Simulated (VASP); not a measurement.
Crystal: ZrB.

```xyz
2
Lattice="0.0000 2.3404 2.3404 2.3404 0.0000 2.3404 2.3404 2.3404 0.0000" Properties=species:S:1:pos:R:3 pbc="T T T"
Zr    0.0000    0.0000    0.0000
B     2.3404    2.3404    2.3404
```

Program: VASP 6.6.1. Alike in all runs: task single point; no spin polarisation; cell as given; k mesh 10 × 10 × 10; cutoff (eV) 520; smearing fermi-dirac 0.05 eV.

Q: Order these runs on this cell by their pressure, lowest first.
A. level r2SCAN; potentials or basis VASP PAW PBE potentials, release 64 (Zr_sv, B)
B. level PBE; potentials or basis VASP PAW PBE potentials, release 64 (Zr_sv, B)
C. level LDA; potentials or basis VASP PAW LDA potentials, release 64 (Zr_sv, B)

A: C (20.4 GPa), B (29.3 GPa), A (31.0 GPa).

Caveats: the PAW data sets were made with another functional, which shifts forces and pressure a little (some runs).
